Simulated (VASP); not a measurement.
A run of VASP 6.6.1:

The input INCAR:

```
SYSTEM = AlN
PREC = Accurate
ENCUT = 520
EDIFF = 1E-6
ISMEAR = 0
SIGMA = 0.05
LREAL = .False.
LASPH = .True.
NELM = 60
ALGO = Normal
ISIF = 2
LWAVE = .False.
LCHARG = .False.
GGA = PE
NBANDS = 16
```

The input KPOINTS:

```
Automatic mesh
0
Gamma
  9 9 6
  0 0 0
```

File POSCAR:

```
AlN
1.0
    3.3134793407      0.0000000000      0.0000000000
   -1.6567396703      2.8695572839      0.0000000000
    0.0000000000      0.0000000000      4.1875902417
Al N
2 2
Direct
    0.3381093678      0.6762187355      0.7881825525
    0.6714427011      0.3428854022      0.2881825525
    0.3241333079      0.6482666158      0.1764493462
    0.6574666412      0.3149332825      0.6764493462
```

Potentials or basis: VASP PAW PBE potentials, release 64 (Al, N).

Run with:

```sh
$ cat potpaw_PBE.64/Al/POTCAR potpaw_PBE.64/N/POTCAR > POTCAR
$ mpirun -np 1 vasp_std > vasp.out
```

Hardware: 1 thread of Intel(R) Xeon(R) 6975P-C (Granite Rapids), with other jobs on the host.

Problem. How long does it take, and how much memory?

Solution. Run time: 32 s on 1 thread of Intel(R) Xeon(R) 6975P-C (Granite Rapids), on a shared host, peak memory 0.21 GiB. Counts: scf iterations 13, k points 140.
